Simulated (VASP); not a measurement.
# Sn3Mo2 (P6/mmm) in VASP: a series of runs

Sn3Mo2 is run at these levels: PBE; tasks: single point.

Program: VASP 6.6.1. These are calculated values, not measurements. Logs are shortened: lines on timing, memory, paths and dates and some standing lists are left out, and cuts for length are marked.

**1. The cell of the first run**

Symmetry: P6/mmm, No. 191, hexagonal system. Conventional cell: a = 4.251 Å, b = 4.251 Å, c = 8.750 Å, α = 90.00°, β = 90.00°, γ = 120.00°. Within 2.8 Å of Sn (site symmetry 6mm) lie 1 Sn at 2.15 Å. Sn (site symmetry 6/mmm) has 6 Mo at 2.45 Å and 2 Sn at 3.30 Å within 3.4 Å. Within 3.2 Å of Mo (site symmetry -6m2) lie 3 Sn at 2.45 Å and 3 Mo at 2.45 Å.

The cell was built from a structure type or drawn by symmetry, and may not be a known phase.

**2. Single point, PBE**

Input file INCAR:

```
SYSTEM = Sn3Mo2
PREC = Accurate
ENCUT = 520
EDIFF = 1E-6
ISMEAR = 0
SIGMA = 0.1
LREAL = .FALSE.
LASPH = .TRUE.
NELM = 80
ALGO = Normal
ISIF = 2
LWAVE = .FALSE.
LCHARG = .FALSE.
GGA = PE
NBANDS = 43
```

Input file KPOINTS:

```
Automatic mesh
0
G
  6 6 2
  0 0 0
```

Input file POSCAR:

```
Sn3Mo2
1.0
    4.2510194200      0.0000000000      0.0000000000
   -2.1255097100      3.6814908100      0.0000000000
    0.0000000000      0.0000000000      8.7497099100
Sn Mo
3 2
Direct
    0.0000000000      0.0000000000      0.6227574100
    0.0000000000      0.0000000000      0.3772425900
    0.0000000000      0.0000000000      0.0000000000
    0.3333333300      0.6666666700      0.0000000000
    0.6666666700      0.3333333300      0.0000000000
```

Potentials or basis: VASP PAW PBE potentials, release 64 (Sn_d, Mo_sv).

Launch:

```console
$ cat potpaw_PBE.64/Sn_d/POTCAR potpaw_PBE.64/Mo_sv/POTCAR > POTCAR
$ mpirun -np 1 vasp_std > vasp.out
```

OUTCAR:

```text
SYSTEM = Sn3Mo2
   PREC = Accurate
   ENCUT = 520
   EDIFF = 1E-6
   ISMEAR = 0
   LREAL = .FALSE.
   LASPH = .TRUE.
   NELM = 80
   ISIF = 2
   GGA = PE

 ion  position               nearest neighbor table
   1  0.000  0.000  0.623-   2 2.15   3 3.30
   2  0.000  0.000  0.377-   1 2.15   3 3.30
   3  0.000  0.000  0.000-   4 2.45   5 2.45   5 2.45   4 2.45   5 2.45   4 2.45   1 3.30   2 3.30

   4  0.333  0.667  0.000-   3 2.45   5 2.45   5 2.45   3 2.45   3 2.45   5 2.45
   5  0.667  0.333  0.000-   3 2.45   4 2.45   4 2.45   3 2.45   3 2.45   4 2.45

  LATTYP: Found a hexagonal cell.
 ALAT       =     4.2510194200
 C/A-ratio  =     2.0582615711

  Lattice vectors:

 A1 = (   4.2510194200,   0.0000000000,   0.0000000000)
 A2 = (  -2.1255097100,   3.6814908100,   0.0000000000)
 A3 = (   0.0000000000,   0.0000000000,   8.7497099100)

Analysis of symmetry for initial positions (statically):
=====================================================================
 Subroutine PRICEL returns:
 Original cell was already a primitive cell.

 Routine SETGRP: Setting up the symmetry group for a
 hexagonal supercell.

 Subroutine GETGRP returns: Found 24 space group operations
 (whereof 24 operations were pure point group operations)
 out of a pool of 24 trial point group operations.

The static configuration has the point symmetry D_6h.

Analysis of symmetry for dynamics (positions and initial velocities):
=====================================================================
 Subroutine PRICEL returns:
 Original cell was already a primitive cell.

 Routine SETGRP: Setting up the symmetry group for a
 hexagonal supercell.

 Subroutine GETGRP returns: Found 24 space group operations
 (whereof 24 operations were pure point group operations)
 out of a pool of 24 trial point group operations.

The dynamic configuration has the point symmetry D_6h.

 Subroutine INISYM returns: Found 24 space group operations
 (whereof 24 operations are pure point group operations),
 and found     1 'primitive' translations

----------------------------------------------------------------------------------------

                                     Primitive cell

  volume of cell :     136.9337
[... 81 lines left out ...]
   LASPH  =      T    aspherical Exc in radial PAW
   ENCUT  =  520.0 eV  38.22 Ry    6.18 a.u.   7.90  7.90 16.27*2*pi/ulx,y,z
   NELM   =     80;   NELMIN=  2; NELMDL= -5     # of ELM steps
   EDIFF  = 0.1E-05   stopping-criterion for ELM
   LREAL  =      F    real-space projection
   EDIFFG = 0.1E-04   stopping-criterion for IOM
   NSW    =      0    number of steps for IOM
   IBRION =     -1    ionic relax: 0-MD 1-quasi-New 2-CG
   NFREE  =      0    steps in history (QN), initial steepest desc. (CG)
   ISIF   =      2    stress and relaxation
   ISYM   =      2    0-nonsym 1-usesym 2-fastsym
   POTIM  = 0.5000    time-step for ionic-motion
   TEBEG  =    0.0;   TEEND  =   0.0 temperature during run
   PSTRESS=    0.0 pullay stress
   NELECT =      70.0000    total number of electrons
   NUPDOWN=      -1.0000    fix difference up-down
   EMIN   =  10.00;   EMAX   =-10.00  energy-range for DOS
   EFERMI =   0.00;   METHOD = LEGACY
   ISMEAR =     0;   SIGMA  =   0.10  broadening in eV -4-tet -1-fermi 0-gaus
   EFERMI_NEDOS =   21; number of points for ismear=-14 and -15
   IALGO  =     38    algorithm
   IMIX   =      4    mixing-type and parameters
     AMIX     =   0.40;   BMIX     =  1.00
     AMIX_MAG =   1.60;   BMIX_MAG =  1.00
  volume/ion in A,a.u.               =      27.39       184.81
  Fermi-wavevector in a.u.,A,eV,Ry     =   1.308993  2.473638 23.313078  1.713463
  Thomas-Fermi vector in A             =   2.439622
   LORBIT       =      0    0 simple, 1 ext, 2 COOP (PROOUT), +10 PAW based schemes
   GGA     = PE    functional components
   LHFCALC =     F    Hartree Fock is set to
   AEXX    =    0.0000 exact exchange contribution
   IVDW    =     0    specifies the selected vdW correction
   LEPSILON=     F    determine dielectric tensor
   LRPA    =     F    only Hartree local field effects (RPA)
 non-spin polarized calculation
 Gauss-broadening in eV      SIGMA  =   0.10
  energy-cutoff  :      520.00
  volume of cell :      136.93
 maximum number of plane-waves:      3720
 NGX is ok and might be reduce to    32
   NGX = 15   NGY = 15   NGZ = 33

 number of electron      69.9999994 magnetization

 Free energy of the ion-electron system (eV)
  ---------------------------------------------------
  ext. energy  EPLUGINS =         0.00000000
  ---------------------------------------------------
  free energy    TOTEN  =       -21.34636414 eV

  energy without entropy =      -21.32419273  energy(sigma->0) =      -21.33527843

 E-fermi :   6.5075     XC(G=0):  -9.8350

 val. band max:        6.4880742978   @ k =   0.1667  -0.0000   0.0000
 cond. band min:       6.5416246563   @ k =   0.3333   0.3333   0.5000
 fundamental gap:      0.0535503585
 Fermi energy:         6.5075256714

 k-point     1 :       0.0000    0.0000    0.0000
  band No.  band energies     occupation
      1     -53.9903      2.00000
      2     -53.4390      2.00000
      3     -28.8486      2.00000
      4     -28.8486      2.00000
      5     -28.1238      2.00000
      6     -27.6753      2.00000
[... 633 lines left out ...]
     42       9.5861      0.00000
     43      11.2256      0.00000

------------------------ aborting loop because EDIFF is reached ----------------------------------------

  FORCE on cell =-STRESS in cart. coord.  units (eV):
  Direction    XX          YY          ZZ          XY          YZ          ZX
  --------------------------------------------------------------------------------------
  -------------------------------------------------------------------------------------
  Total       30.0340308     30.0340308     25.3558948      0.0000000      0.0000000     -0.0000000
  in kB      351.4096958    351.4096959    296.6737083      0.0000000      0.0000000     -0.0000000
  external PRESSURE =     333.1643667 kB  Pullay stress =       0.0000000 kB

 VOLUME and BASIS-vectors are now :
 -----------------------------------------------------------------------------
  energy-cutoff  :      520.00
  volume of cell :      136.93
      direct lattice vectors                 reciprocal lattice vectors
     4.251019420  0.000000000  0.000000000     0.235237693  0.135814545  0.000000000
    -2.125509710  3.681490810  0.000000000     0.000000000  0.271629090  0.000000000
     0.000000000  0.000000000  8.749709910     0.000000000  0.000000000  0.114289503

 POSITION                                       TOTAL-FORCE (eV/Angst)
 -----------------------------------------------------------------------------------
      0.00000      0.00000      5.44895        -0.000000     -0.000000     13.433372
      0.00000      0.00000      3.30076        -0.000000      0.000000    -13.433372
      0.00000      0.00000      0.00000        -0.000000      0.000000      0.000000
     -0.00000      2.45433      0.00000        -0.000000      0.000000      0.000000
      2.12551      1.22716      0.00000         0.000000     -0.000000      0.000000
 -----------------------------------------------------------------------------------
    total drift:                               -0.000000      0.000000      0.000000

  FREE ENERGIE OF THE ION-ELECTRON SYSTEM (eV)
  ---------------------------------------------------
  free  energy   TOTEN  =       -21.3463641390 eV

  energy  without entropy=      -21.3241927298  energy(sigma->0) =      -21.33527843
```

stdout:

```text
POSCAR found type information on POSCAR SnMo
 POSCAR found :  2 types and       5 ions
 scaLAPACK will be used
 LDA part: xc-table for (Slater+PW92), standard interpolation
 POSCAR, INCAR and KPOINTS ok, starting setup
 FFT: planning ... GRIDC
 FFT: planning ... GRID_SOFT
 FFT: planning ... GRID
 WAVECAR not read
 entering main loop
```

Run time: 2.1 min. Hardware: 1 thread of Intel Xeon 8259CL, shared host; peak memory 0.28 GiB.

What came out:

```yaml
Free_energy: -21.3464 eV
Pressure: 33.3 GPa
Largest_force: 13.433 eV/Å
Band_gap_on_the_k_mesh: zero (bands 35 and 36 overlap by 1.95 eV)
```

Forces on the atoms (eV/Å):
```
Sn    0.000   0.000  13.433
Sn    0.000   0.000 -13.433
Sn    0.000   0.000   0.000
Mo    0.000   0.000   0.000
Mo    0.000   0.000   0.000
```

Caveat: the cell stands under pressure; spin-orbit coupling is left out, which moves the levels of the heavy elements; forces of over 1 eV/Å act on the atoms, so gaps and moduli don't describe the material at rest.

**3. Single point, PBE**

This run uses another cell than the first one, of 33.78 Å³/atom.

Input file INCAR:

```
SYSTEM = Sn3Mo2
ALGO = Fast
EDIFF = 1E-6
ENCUT = 520
GGA = PE
ISIF = 2
ISMEAR = 0
LASPH = .TRUE.
LCHARG = .FALSE.
LREAL = .FALSE.
LWAVE = .FALSE.
NBANDS = 43
NELM = 80
PREC = Accurate
SIGMA = 0.1
```

Input file KPOINTS:

```
k-points
0
G
  12 12 4
  0 0 0
```

Input file POSCAR:

```
Sn3Mo2
1.0
    4.6881772880      0.0000000000      0.0000000000
   -2.3440886440      4.0600806288      0.0000000000
    0.0000000000      0.0000000000      8.8736196370
Sn Mo
3 2
Direct
    0.0000000000      0.0000000000      0.6824845954
    0.0000000000      0.0000000000      0.3175154046
    0.0000000000      0.0000000000      0.0000000000
    0.3333333333      0.6666666667      0.0000000000
    0.6666666667      0.3333333333      0.0000000000
```

Potentials or basis: VASP PAW PBE potentials, release 64 (Sn_d, Mo_sv).

Launch:

```console
$ cat potpaw_PBE.64/Sn_d/POTCAR potpaw_PBE.64/Mo_sv/POTCAR > POTCAR
$ mpirun -np 1 vasp_std > vasp.out
```

OUTCAR:

```text
SYSTEM = Sn3Mo2
   EDIFF = 1E-6
   ENCUT = 520
   GGA = PE
   ISIF = 2
   ISMEAR = 0
   LASPH = .TRUE.
   LREAL = .FALSE.
   NELM = 80
   PREC = Accurate

 ion  position               nearest neighbor table
   1  0.000  0.000  0.682-   3 2.82   2 3.24
   2  0.000  0.000  0.318-   3 2.82   1 3.24
   3  0.000  0.000  0.000-   4 2.71   5 2.71   4 2.71   5 2.71   5 2.71   4 2.71   1 2.82   2 2.82

[... 1312 lines left out ...]
  --------------------------------------------------------------------------------------
  -------------------------------------------------------------------------------------
  Total        0.0638011      0.0638011     -0.0199294      0.0000000      0.0000000     -0.0000000
  in kB        0.6052004      0.6052004     -0.1890455      0.0000000      0.0000000     -0.0000000
  external PRESSURE =       0.3404518 kB  Pullay stress =       0.0000000 kB

 VOLUME and BASIS-vectors are now :
 -----------------------------------------------------------------------------
  energy-cutoff  :      520.00
  volume of cell :      168.90
      direct lattice vectors                 reciprocal lattice vectors
     4.688177288  0.000000000  0.000000000     0.213302514  0.123150264  0.000000000
    -2.344088644  4.060080629  0.000000000     0.000000000  0.246300527  0.000000000
     0.000000000  0.000000000  8.873619637     0.000000000  0.000000000  0.112693584

 POSITION                                       TOTAL-FORCE (eV/Angst)
 -----------------------------------------------------------------------------------
      0.00000      0.00000      6.05611        -0.000000      0.000000     -0.009005
      0.00000      0.00000      2.81751        -0.000000      0.000000      0.009005
      0.00000      0.00000      0.00000        -0.000000      0.000000      0.000000
     -0.00000      2.70672      0.00000         0.000000      0.000000      0.000000
      2.34409      1.35336      0.00000         0.000000     -0.000000      0.000000
 -----------------------------------------------------------------------------------
    total drift:                                0.000000      0.000000      0.000000

  FREE ENERGIE OF THE ION-ELECTRON SYSTEM (eV)
  ---------------------------------------------------
  free  energy   TOTEN  =       -27.7488390340 eV

  energy  without entropy=      -27.7316171604  energy(sigma->0) =      -27.74022810
```

OSZICAR:

```text
N       E                     dE             d eps       ncg     rms          rms(c)
DAV:   1     0.943657877855E+03    0.94366E+03   -0.36380E+04  5495   0.213E+03
DAV:   2     0.921953789493E+02   -0.85146E+03   -0.83506E+03  5046   0.645E+02
DAV:   3    -0.224604932861E+02   -0.11466E+03   -0.11109E+03  5656   0.213E+02
DAV:   4    -0.296564648469E+02   -0.71960E+01   -0.70103E+01  6105   0.538E+01
DAV:   5    -0.299259438936E+02   -0.26948E+00   -0.26718E+00  6968   0.100E+01    0.138E+01
RMM:   6    -0.280708807777E+02    0.18551E+01   -0.23519E+00  6025   0.653E+00    0.677E+00
RMM:   7    -0.279387180895E+02    0.13216E+00   -0.27654E+00  6062   0.669E+00    0.256E+00
RMM:   8    -0.277503212595E+02    0.18840E+00   -0.50987E-01  6693   0.310E+00    0.126E+00
RMM:   9    -0.277516585831E+02   -0.13373E-02   -0.14433E-01  6250   0.219E+00    0.573E-01
RMM:  10    -0.277476938212E+02    0.39648E-02   -0.52983E-02  7126   0.105E+00    0.122E-01
RMM:  11    -0.277485830101E+02   -0.88919E-03   -0.13751E-02  7564   0.462E-01    0.104E-01
RMM:  12    -0.277488217847E+02   -0.23877E-03   -0.24559E-03  7810   0.197E-01    0.445E-02
RMM:  13    -0.277488262976E+02   -0.45129E-05   -0.47061E-04  7371   0.806E-02    0.118E-02
RMM:  14    -0.277488349754E+02   -0.86778E-05   -0.13719E-04  7214   0.393E-02    0.427E-03
RMM:  15    -0.277488378805E+02   -0.29052E-05   -0.29029E-05  5952   0.202E-02    0.399E-03
RMM:  16    -0.277488388426E+02   -0.96206E-06   -0.10435E-05  4948   0.110E-02    0.113E-03
RMM:  17    -0.277488390340E+02   -0.19142E-06   -0.29110E-06  4064   0.747E-03
   1 F= -.27748839E+02 E0= -.27740228E+02  d E =-.172219E-01
```

stdout:

```text
POSCAR found type information on POSCAR SnMo
 POSCAR found :  2 types and       5 ions
 scaLAPACK will be used
 LDA part: xc-table for (Slater+PW92), standard interpolation
 POSCAR, INCAR and KPOINTS ok, starting setup
 FFT: planning ... GRIDC
 FFT: planning ... GRID_SOFT
 FFT: planning ... GRID
 WAVECAR not read
 entering main loop
WARNING in EDDRMM: call to ZHEGV failed, returncode =   8  4     41
WARNING in EDDRMM: call to ZHEGV failed, returncode =   6  3     39
```

It took 16 min on 1 thread of Intel Xeon 8259CL, shared host; peak memory 0.51 GiB.

Results:

```yaml
Free_energy: -27.7488 eV
Pressure: 0.0 GPa
Largest_force: 0.009 eV/Å
Band_gap_on_the_k_mesh: zero (bands 35 and 36 overlap by 1.21 eV)
```

Forces on the atoms (eV/Å):
```
Sn   0.000  0.000 -0.009
Sn   0.000  0.000  0.009
Sn   0.000  0.000  0.000
Mo   0.000  0.000  0.000
Mo   0.000  0.000  0.000
```

Stress tensor (GPa, compression positive):
```
 0.06  0.00  0.00
 0.00  0.06  0.00
 0.00  0.00 -0.02
```

Caveat: spin-orbit coupling is left out, which moves the levels of the heavy elements.
